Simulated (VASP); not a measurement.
# C (C2/m) in VASP: further runs

The runs below take C through single point, with PBE+D3(BJ).

Program: VASP 6.6.1. These are calculated values, not measurements. Logs are shortened: lines on timing, memory, paths and dates and some standing lists are left out, and cuts for length are marked.

## 1. The cell of the first run

It takes space group C2/m (No. 12, monoclinic). The conventional cell has a = 4.269 Å, b = 2.465 Å, c = 3.650 Å, α = 90.00°, β = 112.95°, γ = 90.00°. C (site symmetry m) has 3 C at 1.42 to 1.46 Å within 1.9 Å.

## 2. Single point, PBE+D3(BJ) (atoms displaced along several vibrational modes)

INCAR reads:

```
SYSTEM = C
PREC     = Accurate       ! precision mode
ENCUT    = 520            ! plane-wave cutoff, eV
EDIFF    = 1E-6           ! SCF threshold, eV
ISMEAR   = 0              ! smearing method
SIGMA    = 0.05           ! smearing width, eV
LREAL    = .False.        ! projectors in reciprocal space
LASPH    = .True.         ! aspherical terms in the spheres
NELM     = 80             ! most SCF steps
ALGO     = Normal         ! electronic algorithm
ISIF     = 2              ! what is computed and relaxed
LWAVE    = .False.        ! write WAVECAR
LCHARG   = .True.         ! write CHGCAR
GGA      = PE             ! functional
IVDW     = 12             ! dispersion correction
LELF     = .True.         ! ELF
LVHAR    = .True.       
NBANDS   = 11             ! bands
```

KPOINTS reads:

```
regular mesh
0
Gamma
  15 15 15
  0 0 0
```

POSCAR reads:

```
C
1.0
    1.2324809262      0.7115731945      3.3609366220
   -1.2324809262      0.7115731945      3.3609366220
    0.0000000000     -1.4231463891      3.3609366220
C
2
Direct
    0.1630375184      0.1630375184      0.1524974924
    0.8369624816      0.8369624816      0.8475025076
```

Potentials or basis: VASP PAW PBE potentials, release 64 (C).

Started as:

```sh
$ cat potpaw_PBE.64/C/POTCAR > POTCAR
$ mpirun -np 1 vasp_std > vasp.out
```

OUTCAR:

```text
SYSTEM = C
   PREC = Accurate
   ENCUT = 520
   EDIFF = 1E-6
   ISMEAR = 0
   LREAL = .False.
   LASPH = .True.
   NELM = 80
   ISIF = 2
   GGA = PE
   IVDW = 12
 IVDW          = 12

 ion  position               nearest neighbor table
   1  0.163  0.163  0.152-   2 1.42   2 1.42   2 1.46
   2  0.837  0.837  0.848-   1 1.42   1 1.42   1 1.46

  LATTYP: Found a trigonal (rhomboedric) cell.
 ALAT       =     3.6498274783
 COS(alpha) =     0.7719417768

  Lattice vectors:

 A1 = (   1.2324809262,   0.7115731945,   3.3609366220)
 A2 = (  -1.2324809262,   0.7115731945,   3.3609366220)
 A3 = (   0.0000000000,  -1.4231463891,   3.3609366220)

Analysis of symmetry for initial positions (statically):
=====================================================================
 Subroutine PRICEL returns:
 Original cell was already a primitive cell.

 Routine SETGRP: Setting up the symmetry group for a
 trigonal (rhombohedral) supercell.

 Subroutine GETGRP returns: Found  4 space group operations
 (whereof  4 operations were pure point group operations)
 out of a pool of 12 trial point group operations.

The static configuration has the point symmetry C_2h.

Analysis of symmetry for dynamics (positions and initial velocities):
=====================================================================
 Subroutine PRICEL returns:
 Original cell was already a primitive cell.

 Routine SETGRP: Setting up the symmetry group for a
 trigonal (rhombohedral) supercell.

 Subroutine GETGRP returns: Found  4 space group operations
 (whereof  4 operations were pure point group operations)
 out of a pool of 12 trial point group operations.

The dynamic configuration has the point symmetry C_2h.

 Subroutine INISYM returns: Found  4 space group operations
 (whereof  4 operations are pure point group operations),
 and found     1 'primitive' translations

----------------------------------------------------------------------------------------

                                     Primitive cell

  volume of cell :      17.6853

  direct lattice vectors                    reciprocal lattice vectors
     1.232480926  0.711573195  3.360936622     0.405685791  0.234222801  0.099178702
    -1.232480926  0.711573195  3.360936622    -0.405685791  0.234222801  0.099178702
     0.000000000 -1.423146389  3.360936622     0.000000000 -0.468445602  0.099178702

  length of vectors
     3.649827478  3.649827478  3.649827478     0.478829507  0.478829507  0.478829507

  position of ions in fractional coordinates (direct lattice)
     0.163037518  0.163037518  0.152497492
     0.836962482  0.836962482  0.847502508

  ion indices of the primitive-cell ions
   primitive index   ion index
                 1           1
                 2           2

----------------------------------------------------------------------------------------

 KPOINTS: regular mesh

Automatic generation of k-mesh.
 Grid dimensions read from file:
 generate k-points for:   15   15   15

 Generating k-lattice:

  Cartesian coordinates                     Fractional coordinates (reciprocal lattice)
     0.027045719  0.015614853  0.006611913     0.066666667  0.000000000  0.000000000
    -0.027045719  0.015614853  0.006611913     0.000000000  0.066666667  0.000000000
     0.000000000 -0.031229707  0.006611913    -0.000000000 -0.000000000  0.066666667

  Length of vectors
     0.031921967  0.031921967  0.031921967

  Shift w.r.t. Gamma in fractional coordinates (k-lattice)
     0.000000000  0.000000000  0.000000000

 Subroutine IBZKPT returns following result:
 ===========================================

 Found    904 irreducible k-points:

 Following reciprocal coordinates:
            Coordinates               Weight
  0.000000  0.000000  0.000000      1.000000
  0.066667  0.000000  0.000000      4.000000
  0.000000  0.000000  0.066667      2.000000
  0.133333  0.000000  0.000000      4.000000
  0.000000  0.000000  0.133333      2.000000
  0.200000  0.000000  0.000000      4.000000
[... 16 lines left out ...]
  0.066667  0.000000  0.200000      4.000000
  0.266667  0.066667 -0.000000      4.000000
 [... further k-points ...]
   k-points           NKPTS =    904   k-points in BZ     NKDIM =    904   number of bands    NBANDS=     11
   number of dos      NEDOS =    301   number of ions     NIONS =      2
   total plane-waves  NPLWV =  21952
   dimension x,y,z NGX =    28 NGY =   28 NGZ =   28
   dimension x,y,z NGXF=    56 NGYF=   56 NGZF=   56
   ions per type =               2
   NGX,Y,Z   is equivalent  to a cutoff of  12.75, 12.75, 12.75 a.u.
   NGXF,Y,Z  is equivalent  to a cutoff of  25.51, 25.51, 25.51 a.u.
 SYSTEM =  C
   PREC   = accura    normal or accurate (medium, high low for compatibility)
   ISTART =      0    job   : 0-new  1-cont  2-samecut
   ICHARG =      2    charge: 1-file 2-atom 10-const
   ISPIN  =      1    spin polarized calculation?
   LNONCOLLINEAR =      F non collinear calculations
   LSORBIT =      F    spin-orbit coupling
   LASPH  =      T    aspherical Exc in radial PAW
   ENCUT  =  520.0 eV  38.22 Ry    6.18 a.u.   6.79  6.79  6.79*2*pi/ulx,y,z
   NELM   =     80;   NELMIN=  2; NELMDL= -5     # of ELM steps
   EDIFF  = 0.1E-05   stopping-criterion for ELM
   LREAL  =      F    real-space projection
[... 7 lines left out ...]
   TEBEG  =    0.0;   TEEND  =   0.0 temperature during run
   PSTRESS=    0.0 pullay stress
   NELECT =       8.0000    total number of electrons
   NUPDOWN=      -1.0000    fix difference up-down
   EMIN   =  10.00;   EMAX   =-10.00  energy-range for DOS
   EFERMI =   0.00;   METHOD = LEGACY
   ISMEAR =     0;   SIGMA  =   0.05  broadening in eV -4-tet -1-fermi 0-gaus
   EFERMI_NEDOS =   21; number of points for ismear=-14 and -15
   IALGO  =     38    algorithm
   IMIX   =      4    mixing-type and parameters
     AMIX     =   0.40;   BMIX     =  1.00
     AMIX_MAG =   1.60;   BMIX_MAG =  1.00
  volume/ion in A,a.u.               =       8.84        59.67
  Fermi-wavevector in a.u.,A,eV,Ry     =   1.256708  2.374834 21.487884  1.579315
  Thomas-Fermi vector in A             =   2.390403
   LORBIT       =      0    0 simple, 1 ext, 2 COOP (PROOUT), +10 PAW based schemes
   GGA     = PE    functional components
   LHFCALC =     F    Hartree Fock is set to
   AEXX    =    0.0000 exact exchange contribution
   IVDW    =    12    specifies the selected vdW correction
   LEPSILON=     F    determine dielectric tensor
   LRPA    =     F    only Hartree local field effects (RPA)
 non-spin polarized calculation
 Gauss-broadening in eV      SIGMA  =   0.05
  energy-cutoff  :      520.00
  volume of cell :       17.69
 maximum number of plane-waves:       490
   NGX = 13   NGY = 13   NGZ = 13

 number of electron       8.0000000 magnetization

 Free energy of the ion-electron system (eV)
  ---------------------------------------------------
  ext. energy  EPLUGINS =         0.00000000
  ---------------------------------------------------
  free energy    TOTEN  =       -18.23207145 eV

  energy without entropy =      -18.23207145  energy(sigma->0) =      -18.23207145

 E-fermi :   4.6468     XC(G=0): -10.3363

 val. band max:        4.3169723756   @ k =   0.2000  -0.1333  -0.4667
 cond. band min:       4.8943356639   @ k =   0.2000  -0.1333  -0.4667
 fundamental gap:      0.5773632882
 Fermi energy:         4.6468155796

 k-point     1 :       0.0000    0.0000    0.0000
  band No.  band energies     occupation
      1     -14.9425      2.00000
      2      -1.8143      2.00000
      3       1.3991      2.00000
      4       2.2912      2.00000
      5       8.4529      0.00000
      6      12.4214      0.00000
      7      13.5868      0.00000
      8      16.3485      0.00000
      9      17.2495      0.00000
     10      27.3723      0.00000
     11      30.5546      0.00000

 k-point     2 :       0.0667    0.0000    0.0000
  band No.  band energies     occupation
      1     -14.8349      2.00000
      2      -1.7083      2.00000
      3       1.0367      2.00000
      4       2.0058      2.00000
      5       8.5870      0.00000
      6      12.7147      0.00000
      7      13.7682      0.00000
      8      16.0035      0.00000
      9      17.4555      0.00000
     10      27.6929      0.00000
     11      29.7552      0.00000

 k-point     3 :       0.0000    0.0000    0.0667
  band No.  band energies     occupation
      1     -14.8344      2.00000
      2      -1.7100      2.00000
      3       1.2016      2.00000
      4       1.8253      2.00000
      5       8.5835      0.00000
      6      12.5423      0.00000
      7      14.0033      0.00000
      8      16.0222      0.00000
      9      17.4207      0.00000
     10      27.6940      0.00000
     11      29.5481      0.00000

 k-point     4 :       0.1333    0.0000    0.0000
  band No.  band energies     occupation
      1     -14.5130      2.00000
      2      -1.3975      2.00000
      3       0.0223      2.00000
      4       1.3336      2.00000
      5       8.9693      0.00000
      6      13.0324      0.00000
      7      14.6030      0.00000
      8      15.1157      0.00000
      9      18.0966      0.00000
     10      27.7252      0.00000
     11      28.5563      0.00000
[... 239 lines left out ...]
 k-point    22 :      -0.2000    0.0000   -0.0667
  band No.  band energies     occupation
      1     -14.1820      2.00000
      2      -1.2499      2.00000
      3      -0.8051      2.00000
      4       0.7843      2.00000
      5       9.5078      0.00000
      6      13.5234      0.00000
      7      14.2801      0.00000
      8      15.0203      0.00000
      9      18.8443      0.00000
     10      26.0230      0.00000
     11      29.0202      0.00000

 k-point    23 :       0.0667    0.0000    0.2000
  band No.  band energies     occupation
      1     -14.1776      2.00000
      2      -1.2122      2.00000
      3      -0.3137      2.00000
      4       0.1784      2.00000
      5       9.4888      0.00000
      6      13.0093      0.00000
      7      14.4466      0.00000
      8      15.7260      0.00000
      9      18.7257      0.00000
     10      25.7572      0.00000
     11      29.0338      0.00000

 k-point    24 :       0.2667    0.0667   -0.0000
  band No.  band energies     occupation
      1     -13.5389      2.00000
      2      -2.3112      2.00000
      3      -0.5417      2.00000
      4      -0.1927      2.00000
      5       9.9413      0.00000
      6      12.9731      0.00000
      7      13.6119      0.00000
      8      16.9097      0.00000
      9      19.8398      0.00000
     10      24.3133      0.00000
     11      28.1846      0.00000

 [... further k-points ...]

------------------------ aborting loop because EDIFF is reached ----------------------------------------

 Edisp (eV)   -0.31223

 E8    (eV) :    -0.0885

  FORCE on cell =-STRESS in cart. coord.  units (eV):
  Direction    XX          YY          ZZ          XY          YZ          ZX
  --------------------------------------------------------------------------------------
  -------------------------------------------------------------------------------------
  Total       0.44008    -0.17451    -0.39767     0.00000     0.21451     0.00000
  in kB      39.86868   -15.80937   -36.02633     0.00000    19.43364     0.00000
  external pressure =       -3.99 kB  Pullay stress =        0.00 kB

 VOLUME and BASIS-vectors are now :
 -----------------------------------------------------------------------------
  energy-cutoff  :      520.00
  volume of cell :       17.69
      direct lattice vectors                 reciprocal lattice vectors
     1.232480926  0.711573195  3.360936622     0.405685791  0.234222801  0.099178702
    -1.232480926  0.711573195  3.360936622    -0.405685791  0.234222801  0.099178702
     0.000000000 -1.423146389  3.360936622     0.000000000 -0.468445602  0.099178702

 POSITION                                       TOTAL-FORCE (eV/Angst)
 -----------------------------------------------------------------------------------
      0.00000      0.01500      1.60845         0.000000     -1.503535      2.341306
      0.00000     -0.01500      8.47436         0.000000      1.503535     -2.341306
 -----------------------------------------------------------------------------------
    total drift:                                0.000000     -0.000000     -0.000000

  FREE ENERGIE OF THE ION-ELECTRON SYSTEM (eV)
  ---------------------------------------------------
  free  energy   TOTEN  =       -18.5442998850 eV

  energy  without entropy=      -18.5442998850  energy(sigma->0) =      -18.54429988
```

Run time: 2 min. Hardware: 1 thread of AMD EPYC 9R45 (Zen 5), shared host; peak memory 0.24 GiB.

Results:

```yaml
Free_energy: -18.5443 eV
Pressure: -0.4 GPa
Largest_force: 2.783 eV/Å
Dispersion_energy_per_atom: -0.156 eV
```

Forces in eV/Å, atoms in the order of the input:
```
C    0.000 -1.504  2.341
C    0.000  1.504 -2.341
```

Stress tensor (GPa, compression positive):
```
 3.99  0.00  0.00
 0.00 -1.58  1.94
 0.00  1.94 -3.60
```

Caveat: the cell differs from its parent crystal (atoms displaced along several vibrational modes); the stress differs along the axes, from -4 to 4 GPa; forces of over 1 eV/Å act on the atoms, so gaps and moduli don't describe the material at rest.

## 3. Single point, PBE+D3(BJ) (atoms displaced along several vibrational modes)

INCAR reads:

```
PREC     = Accurate       # precision mode
ENCUT    = 520            # plane-wave cutoff, eV
EDIFF    = 1E-7           # SCF threshold, eV
ISMEAR   = 0              # smearing method
SIGMA    = 0.05           # smearing width, eV
LREAL    = F              # projectors in reciprocal space
LASPH    = T              # aspherical terms in the spheres
NELM     = 60             # most SCF steps
ALGO     = Normal         # electronic algorithm
ISIF     = 2              # what is computed and relaxed
LWAVE    = F              # write WAVECAR
LCHARG   = F              # write CHGCAR
GGA      = PE             # functional
IVDW     = 12             # dispersion correction
NBANDS   = 11             # bands
```

KPOINTS reads:

```
regular mesh
0
Gamma
  15 15 15
```

POSCAR reads:

```
C
1.0
    1.2324809262      0.7115731945      3.3609366220
   -1.2324809262      0.7115731945      3.3609366220
    0.0000000000     -1.4231463891      3.3609366220
C
2
Direct
    0.1654328111      0.1654328111      0.1759728372
    0.8345671889      0.8345671889      0.8240271628
```

Potentials or basis: VASP PAW PBE potentials, release 64 (C).

Started as:

```sh
$ cat potpaw_PBE.64/C/POTCAR > POTCAR
$ mpirun -np 1 vasp_std > vasp.out
```

Run time: 1.9 min. Hardware: 1 thread of AMD EPYC 9R45 (Zen 5), shared host; peak memory 0.24 GiB.

Results (log left out):

```
Free energy                : -18.6921 eV
Pressure                   : 0.8 GPa
Largest force              : 1.837 eV/Å
Dispersion energy per atom : -0.156 eV
```

Forces on the atoms (eV/Å):
```
C    0.000  1.665 -0.775
C    0.000 -1.665  0.775
```

Stress tensor (GPa, compression positive):
```
-1.90  0.00  0.00
 0.00  4.50  0.71
 0.00  0.71 -0.29
```

Caveat: the cell differs from its parent crystal (atoms displaced along several vibrational modes); the stress differs along the axes, from -2 to 4 GPa; forces of over 1 eV/Å act on the atoms, so gaps and moduli don't describe the material at rest.

## 4. Single point, PBE+D3(BJ) (atoms displaced along several vibrational modes)

INCAR reads:

```
PREC = Accurate
ENCUT = 520
EDIFF = 1E-6
ISMEAR = 0
SIGMA = 0.05
LREAL = F
LASPH = T
NELM = 100
ALGO = Normal
ISIF = 2
LWAVE = F
LCHARG = F
GGA = PE
IVDW = 12
NBANDS = 11
```

KPOINTS is that of step 3.

POSCAR reads:

```
C
1.0
    1.2324809262      0.7115731945      3.3609366220
   -1.2324809262      0.7115731945      3.3609366220
    0.0000000000     -1.4231463891      3.3609366220
C
2
Direct
    0.1771804014      0.1771804014      0.1666403754
    0.8228195986      0.8228195986      0.8333596246
```

Started as:

```sh
$ cat potpaw_PBE.64/C/POTCAR > POTCAR
$ mpirun -np 1 vasp_std > vasp.out
```

Wall time 1.8 min (1 thread of AMD EPYC 9R45 (Zen 5), shared host); peak memory 0.25 GiB.

It converged, with:

```
Free energy                : -18.5445 eV
Pressure                   : -0.3 GPa
Largest force              : 2.783 eV/Å
Dispersion energy per atom : -0.156 eV
```

Forces in eV/Å, atoms in the order of the input:
```
C    0.000 -1.488 -2.352
C    0.000  1.488  2.352
```

Stress tensor (GPa, compression positive):
```
 3.68  0.00  0.00
 0.00 -1.59 -1.90
 0.00 -1.90 -2.92
```

Caveat: the cell differs from its parent crystal (atoms displaced along several vibrational modes); the stress differs along the axes, from -3 to 4 GPa; forces of over 1 eV/Å act on the atoms, so gaps and moduli don't describe the material at rest.

## 5. Single point, PBE+D3(BJ) (atoms displaced along several vibrational modes)

INCAR reads:

```
  PREC = Accurate
  ENCUT = 520
  EDIFF = 1E-6
  ISMEAR = 0
  SIGMA = 0.05
  LREAL = F
  LASPH = T
  NELM = 60
  ALGO = Normal
  ISIF = 2
  LWAVE = F
  LCHARG = F
  GGA = PE
  IVDW = 12
  NBANDS = 11
```

KPOINTS is that of step 4.

POSCAR reads:

```
C
1.0
    1.2324809262      0.7115731945      3.3609366220
   -1.2324809262      0.7115731945      3.3609366220
    0.0000000000     -1.4231463891      3.3609366220
C
2
Direct
    0.1701537174      0.1701537174      0.1806937434
    0.8298462826      0.8298462826      0.8193062566
```

Started as:

```sh
$ cat potpaw_PBE.64/C/POTCAR > POTCAR
$ mpirun -np 1 vasp_std > vasp.out
```

It took 2.2 min on 1 thread of AMD EPYC 9R45 (Zen 5), shared host; peak memory 0.24 GiB.

The run converged. Its results:

* Free energy: -18.5434 eV
* Pressure: -0.2 GPa
* Largest force: 2.838 eV/Å
* Dispersion energy per atom: -0.156 eV

Forces on the atoms (eV/Å):
```
C    0.000  1.590 -2.350
C    0.000 -1.590  2.350
```

Stress tensor (GPa, compression positive):
```
-1.70  0.00  0.00
 0.00  3.87  2.07
 0.00  2.07 -2.91
```

Caveat: the cell differs from its parent crystal (atoms displaced along several vibrational modes); the stress differs along the axes, from -3 to 4 GPa; forces of over 1 eV/Å act on the atoms, so gaps and moduli don't describe the material at rest.

## 6. The runs side by side

| cell | pressure (GPa) | largest force (eV/Å) |
| --- | --- | --- |
| as given, atomic positions A | -0.4 | 2.78 |
| as given, atomic positions B | 0.8 | 1.84 |
| as given, atomic positions C | -0.3 | 2.78 |
| as given, atomic positions D | -0.2 | 2.84 |

Alike in all rows: task single point; level PBE+D3(BJ); potentials or basis VASP PAW PBE potentials, release 64 (C); no spin polarisation; k mesh 15 × 15 × 15; cutoff (eV) 520; smearing gaussian 0.05 eV.

Caveats: forces of over 1 eV/Å act on the atoms, so gaps and moduli don't describe the material at rest; the stress differs along the axes, from -3 to 4 GPa (at least some runs); the stress differs along the axes, from -4 to 4 GPa (at least some runs); the stress differs along the axes, from -2 to 4 GPa (at least some runs).

Total energies depend on the potentials used, so only differences within one code and one set of settings carry meaning.
